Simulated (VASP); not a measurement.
# I: single point with PBE

The system is I.

```
I
1.0
     0.00000    2.36560    3.90984
     2.19225    0.00000    3.90984
     2.19225    2.36560    0.00000
I
1
Direct
  0.00000 0.00000 0.00000
```

| Quantity | Value |
| --- | --- |
| Program | VASP 6.6.1 |
| Task | single point |
| Functional | PBE |
| Potentials or basis | VASP PAW PBE potentials, release 64 (I) |
| Cutoff | 520 eV |
| k mesh | 9 × 9 × 9 |
| Occupations | gaussian, width 0.023 eV |
| Spin | no spin polarisation |
| Dipole correction | no |
| Further INCAR settings | ALGO = Normal; EDIFF = 1e-07; NBANDS = 10 |

The pressure is 0.4 GPa and the band gap on the k mesh is zero (an odd number of electrons rules out a gap without spin polarisation).

Stress tensor (GPa, compression positive):
```
0.37 0.00 0.00
0.00 0.09 0.00
0.00 0.00 0.76
```

Levels at points of the mesh, in eV from the Fermi level:
```tsv
k point	band 1	band 2	band 3	band 4	band 5	band 6	band 7	band 8
(0.00, 0.00, 0.00)	-13.88	-1.94	0.78	1.05	4.54	7.48	8.21	12.12
```

Run time: 61 s on 1 thread of Intel Xeon 8259CL, on a shared host, peak memory 0.2 GiB.

Caveat: spin-orbit coupling is left out, which moves the levels of the heavy elements; an odd number of electrons without spin polarisation forces a metal; a magnetic or distorted state may lie lower.
